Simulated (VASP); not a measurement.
# Au (P6/mmm) in VASP: a series of runs

Au is run at these levels: PBE; tasks: single point.

Program: VASP 6.6.1. These are calculated values, not measurements. Logs are shortened: lines on timing, memory, paths and dates and some standing lists are left out, and cuts for length are marked.

## Step 1: The cell of the first run

It takes space group P6/mmm (No. 191, hexagonal). The conventional cell has a = 2.377 Å, b = 2.377 Å, c = 2.294 Å, α = 90.00°, β = 90.00°, γ = 120.00°. Within 3.0 Å of Au (site symmetry 6/mmm) lie 8 Au at 2.29 to 2.38 Å.

This isn't the form of Au at room conditions, which is fcc.

## Step 2: Single point, PBE (11.22 Å³/atom)

INCAR

```
PREC = Accurate
ENCUT = 540
EDIFF = 1E-6
ISMEAR = -1
SIGMA = 0.08
LREAL = F
LASPH = T
NELM = 120
ALGO = Normal
ISIF = 2
LWAVE = F
LCHARG = F
GGA = PE
NBANDS = 16
GGA_COMPAT = F
```

KPOINTS

```
Automatic mesh
0
Gamma
  15 15 14
```

POSCAR

```
Au
1.0
    2.3766507856      0.0000000000      0.0000000000
   -1.1883253928      2.0582399562      0.0000000000
    0.0000000000      0.0000000000      2.2937336755
Au
1
Direct
    0.0000000000      0.0000000000      0.0000000000
```

Potentials or basis: VASP PAW PBE potentials, release 64 (Au_sv_GW).

On the command line:

```
> cat potpaw_PBE.64/Au_sv_GW/POTCAR > POTCAR
> mpirun -np 1 vasp_std > vasp.out
```

OUTCAR:

```text
PREC = Accurate
   ENCUT = 540
   EDIFF = 1E-6
   ISMEAR = -1
   LREAL = F
   LASPH = T
   NELM = 120
   ISIF = 2
   GGA = PE

 ion  position               nearest neighbor table
   1  0.000  0.000  0.000-

  LATTYP: Found a hexagonal cell.
 ALAT       =     2.3766507856
 C/A-ratio  =     0.9651117823

  Lattice vectors:

 A1 = (   2.3766507856,   0.0000000000,   0.0000000000)
 A2 = (  -1.1883253928,   2.0582399562,   0.0000000000)
 A3 = (   0.0000000000,   0.0000000000,   2.2937336755)

Analysis of symmetry for initial positions (statically):
=====================================================================
 Subroutine PRICEL returns:
 Original cell was already a primitive cell.

 Routine SETGRP: Setting up the symmetry group for a
 hexagonal supercell.

 Subroutine GETGRP returns: Found 24 space group operations
 (whereof 24 operations were pure point group operations)
 out of a pool of 24 trial point group operations.

The static configuration has the point symmetry D_6h.

Analysis of symmetry for dynamics (positions and initial velocities):
=====================================================================
 Subroutine PRICEL returns:
 Original cell was already a primitive cell.

 Routine SETGRP: Setting up the symmetry group for a
 hexagonal supercell.

 Subroutine GETGRP returns: Found 24 space group operations
 (whereof 24 operations were pure point group operations)
 out of a pool of 24 trial point group operations.

The dynamic configuration has the point symmetry D_6h.

 Subroutine INISYM returns: Found 24 space group operations
 (whereof 24 operations are pure point group operations),
 and found     1 'primitive' translations

----------------------------------------------------------------------------------------

                                     Primitive cell

  volume of cell :      11.2203

  direct lattice vectors                    reciprocal lattice vectors
     2.376650786  0.000000000  0.000000000     0.420760175  0.242926000  0.000000000
    -1.188325393  2.058239956  0.000000000     0.000000000  0.485852000  0.000000000
     0.000000000  0.000000000  2.293733675     0.000000000  0.000000000  0.435970405

  length of vectors
     2.376650786  2.376650786  2.293733675     0.485852000  0.485852000  0.435970405

  position of ions in fractional coordinates (direct lattice)
     0.000000000  0.000000000  0.000000000

  ion indices of the primitive-cell ions
   primitive index   ion index
                 1           1

----------------------------------------------------------------------------------------

 KPOINTS: Automatic mesh

Automatic generation of k-mesh.
 Grid dimensions read from file:
 generate k-points for:   15   15   14

 Generating k-lattice:

  Cartesian coordinates                     Fractional coordinates (reciprocal lattice)
     0.028050678  0.016195067  0.000000000     0.066666667 -0.000000000  0.000000000
     0.000000000  0.032390133  0.000000000     0.000000000  0.066666667  0.000000000
     0.000000000  0.000000000  0.031140743     0.000000000  0.000000000  0.071428571

  Length of vectors
     0.032390133  0.032390133  0.031140743

  Shift w.r.t. Gamma in fractional coordinates (k-lattice)
     0.000000000  0.000000000  0.000000000

 Subroutine IBZKPT returns following result:
 ===========================================

 Found    216 irreducible k-points:

 Following reciprocal coordinates:
            Coordinates               Weight
  0.000000  0.000000  0.000000      1.000000
  0.066667 -0.000000  0.000000      6.000000
  0.133333 -0.000000  0.000000      6.000000
  0.200000 -0.000000  0.000000      6.000000
  0.266667 -0.000000  0.000000      6.000000
  0.333333 -0.000000  0.000000      6.000000
[... 16 lines left out ...]
  0.333333  0.200000  0.000000     12.000000
  0.400000  0.200000  0.000000      6.000000
 [... further k-points ...]
   k-points           NKPTS =    216   k-points in BZ     NKDIM =    216   number of bands    NBANDS=     16
   number of dos      NEDOS =    301   number of ions     NIONS =      1
   total plane-waves  NPLWV =   5832
   dimension x,y,z NGX =    18 NGY =   18 NGZ =   18
   dimension x,y,z NGXF=    36 NGYF=   36 NGZF=   36
   ions per type =               1
   NGX,Y,Z   is equivalent  to a cutoff of  12.59, 12.59, 13.05 a.u.
   NGXF,Y,Z  is equivalent  to a cutoff of  25.18, 25.18, 26.09 a.u.
 SYSTEM =  unknown system
   PREC   = accura    normal or accurate (medium, high low for compatibility)
   ISTART =      0    job   : 0-new  1-cont  2-samecut
   ICHARG =      2    charge: 1-file 2-atom 10-const
   ISPIN  =      1    spin polarized calculation?
   LNONCOLLINEAR =      F non collinear calculations
   LSORBIT =      F    spin-orbit coupling
   LASPH  =      T    aspherical Exc in radial PAW
   ENCUT  =  540.0 eV  39.69 Ry    6.30 a.u.   4.50  4.50  4.35*2*pi/ulx,y,z
   NELM   =    120;   NELMIN=  2; NELMDL= -5     # of ELM steps
   EDIFF  = 0.1E-05   stopping-criterion for ELM
   LREAL  =      F    real-space projection
   EDIFFG = 0.1E-04   stopping-criterion for IOM
   NSW    =      0    number of steps for IOM
   IBRION =     -1    ionic relax: 0-MD 1-quasi-New 2-CG
   NFREE  =      0    steps in history (QN), initial steepest desc. (CG)
   ISIF   =      2    stress and relaxation
   ISYM   =      2    0-nonsym 1-usesym 2-fastsym
   POTIM  = 0.5000    time-step for ionic-motion
   TEBEG  =    0.0;   TEEND  =   0.0 temperature during run
   PSTRESS=    0.0 pullay stress
   NELECT =      19.0000    total number of electrons
   NUPDOWN=      -1.0000    fix difference up-down
   EMIN   =  10.00;   EMAX   =-10.00  energy-range for DOS
   EFERMI =   0.00;   METHOD = LEGACY
   ISMEAR =    -1;   SIGMA  =   0.08  broadening in eV -4-tet -1-fermi 0-gaus
   EFERMI_NEDOS =   21; number of points for ismear=-14 and -15
   IALGO  =     38    algorithm
   IMIX   =      4    mixing-type and parameters
     AMIX     =   0.40;   BMIX     =  1.00
     AMIX_MAG =   1.60;   BMIX_MAG =  1.00
  volume/ion in A,a.u.               =      11.22        75.72
  Fermi-wavevector in a.u.,A,eV,Ry     =   1.951302  3.687427 51.805284  3.807581
  Thomas-Fermi vector in A             =   2.978627
   LORBIT       =      0    0 simple, 1 ext, 2 COOP (PROOUT), +10 PAW based schemes
   GGA     = PE    functional components
   LHFCALC =     F    Hartree Fock is set to
   AEXX    =    0.0000 exact exchange contribution
   IVDW    =     0    specifies the selected vdW correction
   LEPSILON=     F    determine dielectric tensor
   LRPA    =     F    only Hartree local field effects (RPA)
 non-spin polarized calculation
  energy-cutoff  :      540.00
  volume of cell :       11.22
 maximum number of plane-waves:       332
 NGX is ok and might be reduce to    18
   NGX =  9   NGY =  9   NGZ =  9

 number of electron      19.0000000 magnetization

 Free energy of the ion-electron system (eV)
  ---------------------------------------------------
  ext. energy  EPLUGINS =         0.00000000
  ---------------------------------------------------
  free energy    TOTEN  =         1.83098308 eV

  energy without entropy =        1.83764776  energy(sigma->0) =        1.83431542

 E-fermi :  17.3239     XC(G=0): -16.1498

 val. band max:       17.3115952288   @ k =   0.3333   0.0667   0.3571
 cond. band min:      17.3372773724   @ k =   0.3333   0.2000   0.5000
 fundamental gap:      0.0256821437
 Fermi energy:        17.3238980972

 k-point     1 :       0.0000    0.0000    0.0000
  band No.  band energies     occupation
      1     -90.6565      2.00000
      2     -41.4926      2.00000
      3     -41.4926      2.00000
      4     -41.4501      2.00000
      5       2.1383      2.00000
      6       5.0719      2.00000
[... 8 lines left out ...]
     15      43.2471      0.00000
     16      49.6258      0.00000

 k-point     2 :       0.0667   -0.0000    0.0000
  band No.  band energies     occupation
      1     -90.6506      2.00000
      2     -41.5576      2.00000
      3     -41.5076      2.00000
      4     -41.4432      2.00000
      5       2.3891      2.00000
      6       5.1667      2.00000
[... 8 lines left out ...]
     15      44.2956      0.00000
     16      49.8186      0.00000

 k-point     3 :       0.1333   -0.0000    0.0000
  band No.  band energies     occupation
      1     -90.6341      2.00000
      2     -41.7391      2.00000
      3     -41.5498      2.00000
      4     -41.4234      2.00000
      5       3.0787      2.00000
      6       5.4406      2.00000
[... 8 lines left out ...]
     15      44.6950      0.00000
     16      49.7012      0.00000

 k-point     4 :       0.2000   -0.0000    0.0000
  band No.  band energies     occupation
      1     -90.6096      2.00000
      2     -42.0015      2.00000
      3     -41.6116      2.00000
      4     -41.3941      2.00000
      5       3.9848      2.00000
      6       5.7945      2.00000
[... 8 lines left out ...]
     15      43.9949      0.00000
     16      48.4164      0.00000

 k-point     5 :       0.2667   -0.0000    0.0000
  band No.  band energies     occupation
      1     -90.5814      2.00000
      2     -42.2966      2.00000
      3     -41.6820      2.00000
      4     -41.3607      2.00000
      5       4.7024      2.00000
      6       5.9309      2.00000
[... 8 lines left out ...]
     15      43.1297      0.00000
     16      47.8432      0.00000

 k-point     6 :       0.3333   -0.0000    0.0000
  band No.  band energies     occupation
      1     -90.5543      2.00000
      2     -42.5724      2.00000
      3     -41.7488      2.00000
      4     -41.3285      2.00000
      5       4.8202      2.00000
      6       6.0998      2.00000
[... 8 lines left out ...]
     15      42.5905      0.00000
     16      47.4006      0.00000

 k-point     7 :       0.4000   -0.0000    0.0000
  band No.  band energies     occupation
      1     -90.5330      2.00000
      2     -42.7837      2.00000
      3     -41.8007      2.00000
      4     -41.3033      2.00000
      5       4.5756      2.00000
      6       6.4294      2.00000
[... 8 lines left out ...]
     15      42.1594      0.00000
     16      45.7875      0.00000

 k-point     8 :       0.4667   -0.0000    0.0000
  band No.  band energies     occupation
      1     -90.5213      2.00000
      2     -42.8980      2.00000
      3     -41.8291      2.00000
      4     -41.2894      2.00000
      5       4.3932      2.00000
      6       6.6436      2.00000
[... 8 lines left out ...]
     15      41.8861      0.00000
     16      44.9601      0.00000

 k-point     9 :       0.0667    0.0667    0.0000
  band No.  band energies     occupation
      1     -90.6394      2.00000
      2     -41.6785      2.00000
      3     -41.5386      2.00000
      4     -41.4299      2.00000
      5       2.8631      2.00000
      6       5.3546      2.00000
[... 8 lines left out ...]
     15      44.7796      0.00000
     16      49.9885      0.00000
[... 172 lines left out ...]
 k-point    19 :       0.3333    0.1333    0.0000
  band No.  band energies     occupation
      1     -90.5265      2.00000
      2     -42.7347      2.00000
      3     -41.9410      2.00000
      4     -41.2955      2.00000
      5       5.5062      2.00000
      6       6.5409      2.00000
[... 8 lines left out ...]
     15      44.8316      0.00000
     16      45.5773      0.00000

 k-point    20 :       0.4000    0.1333    0.0000
  band No.  band energies     occupation
      1     -90.5158      2.00000
      2     -42.8259      2.00000
      3     -41.9813      2.00000
      4     -41.2828      2.00000
      5       5.3120      2.00000
      6       6.7329      2.00000
[... 8 lines left out ...]
     15      43.7357      0.00000
     16      45.8502      0.00000

 k-point    21 :       0.2000    0.2000    0.0000
  band No.  band energies     occupation
      1     -90.5478      2.00000
      2     -42.5108      2.00000
      3     -41.9019      2.00000
      4     -41.3207      2.00000
      5       6.0011      2.00000
      6       7.0648      2.00000
[... 8 lines left out ...]
     15      42.6622      0.00000
     16      46.5180      0.00000

 k-point    22 :       0.2667    0.2000    0.0000
  band No.  band energies     occupation
      1     -90.5277      2.00000
      2     -42.6403      2.00000
      3     -42.0262      2.00000
      4     -41.2968      2.00000
      5       6.4127      2.00000
      6       6.7552      2.00000
[... 8 lines left out ...]
     15      44.2766      0.00000
     16      46.9268      0.00000

 k-point    23 :       0.3333    0.2000    0.0000
  band No.  band energies     occupation
      1     -90.5141      2.00000
      2     -42.7213      2.00000
      3     -42.1164      2.00000
      4     -41.2807      2.00000
      5       6.3942      2.00000
      6       6.7657      2.00000
[... 8 lines left out ...]
     15      43.8041      0.00000
     16      48.3564      0.00000

 k-point    24 :       0.4000    0.2000    0.0000
  band No.  band energies     occupation
      1     -90.5093      2.00000
      2     -42.7486      2.00000
      3     -42.1494      2.00000
      4     -41.2751      2.00000
      5       6.3084      2.00000
      6       6.8475      2.00000
[... 8 lines left out ...]
     15      43.6953      0.00000
     16      48.4328      0.00000

 [... further k-points ...]

------------------------ aborting loop because EDIFF is reached ----------------------------------------

  FORCE on cell =-STRESS in cart. coord.  units (eV):
  Direction    XX          YY          ZZ          XY          YZ          ZX
  --------------------------------------------------------------------------------------
  -------------------------------------------------------------------------------------
  Total       21.3878700     21.3878700     21.3975156      0.0000000      0.0000000      0.0000000
  in kB     3054.0331637   3054.0331636   3055.4104925      0.0000000      0.0000000      0.0000000
  external PRESSURE =    3054.4922733 kB  Pullay stress =       0.0000000 kB

 VOLUME and BASIS-vectors are now :
 -----------------------------------------------------------------------------
  energy-cutoff  :      540.00
  volume of cell :       11.22
      direct lattice vectors                 reciprocal lattice vectors
     2.376650786  0.000000000  0.000000000     0.420760175  0.242926000  0.000000000
    -1.188325393  2.058239956  0.000000000     0.000000000  0.485852000  0.000000000
     0.000000000  0.000000000  2.293733675     0.000000000  0.000000000  0.435970405

 POSITION                                       TOTAL-FORCE (eV/Angst)
 -----------------------------------------------------------------------------------
      0.00000      0.00000      0.00000         0.000000      0.000000      0.000000
 -----------------------------------------------------------------------------------
    total drift:                                0.000000      0.000000      0.000000

  FREE ENERGIE OF THE ION-ELECTRON SYSTEM (eV)
  ---------------------------------------------------
  free  energy   TOTEN  =         1.8309830750 eV

  energy  without entropy=        1.8376477565  energy(sigma->0) =        1.83431542
```

Wall time 30 s (1 thread of Intel Xeon Platinum 8259CL at 2.50GHz (Skylake/Cascade Lake), shared host); peak memory 0.15 GiB.

What came out:

```
Free energy            : 1.8310 eV
Pressure               : 305.4 GPa
Band gap on the k mesh : zero (an odd number of electrons rules out a gap without spin polarisation)
```

Levels at points of the mesh, in eV from the Fermi level:
```tsv
k point	band 8	band 9	band 10	band 11	band 12	band 13
(0.00, 0.00, 0.00)	-8.14	-1.97	-1.97	13.29	15.00	22.92
(0.00, 0.00, 0.50)	-5.45	-5.45	-4.70	4.84	16.65	21.24
```

Caveat: the cell stands under pressure; spin-orbit coupling is left out, which moves the levels of the heavy elements.

## Step 3: Single point, PBE

This run uses another cell than the first one, of 9.67 Å³/atom.

INCAR

```
SYSTEM = Au
PREC = Accurate
ENCUT = 540
EDIFF = 1E-6
ISMEAR = -1
SIGMA = 0.08
LREAL = .False.
LASPH = .True.
NELM = 120
ALGO = Normal
ISIF = 2
LWAVE = .False.
LCHARG = .False.
GGA = PE
NBANDS = 16
GGA_COMPAT = .False.
```

KPOINTS

```
regular mesh
0
Gamma
  15 15 14
  0 0 0
```

POSCAR

```
Au
1.0
    2.2649193387      0.0000000000      0.0000000000
   -1.1324596693      1.9614776848      0.0000000000
    0.0000000000      0.0000000000      2.1772598694
Au
1
Direct
    0.0000000000      0.0000000000      0.0000000000
```

Potentials or basis: VASP PAW PBE potentials, release 64 (Au_sv_GW).

On the command line:

```
> cat potpaw_PBE.64/Au_sv_GW/POTCAR > POTCAR
> mpirun -np 1 vasp_std > vasp.out
```

It took 29 s on 1 thread of Intel Xeon Platinum 8259CL at 2.50GHz (Skylake/Cascade Lake), shared host; peak memory 0.15 GiB.

Results (log left out):

| Quantity | Value |
| --- | --- |
| Free energy | 5.9506 eV |
| Pressure | 575.3 GPa |
| Band gap on the k mesh | zero (an odd number of electrons rules out a gap without spin polarisation) |

Stress tensor (GPa, compression positive):
```
575.02   0.00   0.00
  0.00 575.02   0.00
  0.00   0.00 575.96
```

Levels at points of the mesh, in eV from the Fermi level:
| k point | band 8 | band 9 | band 10 | band 11 | band 12 | band 13 |
| --- | --- | --- | --- | --- | --- | --- |
| (0.00, 0.00, 0.00) | -10.06 | -2.19 | -2.19 | 11.78 | 15.26 | 23.58 |
| (0.00, 0.00, 0.50) | -6.78 | -6.78 | -6.06 | 6.20 | 15.49 | 20.60 |

Caveat: the cell stands under pressure; spin-orbit coupling is left out, which moves the levels of the heavy elements.

(Part 1 of 2 ends here.)

The gap in the log of VASP goes by the Fermi energy; the results here count the filled bands.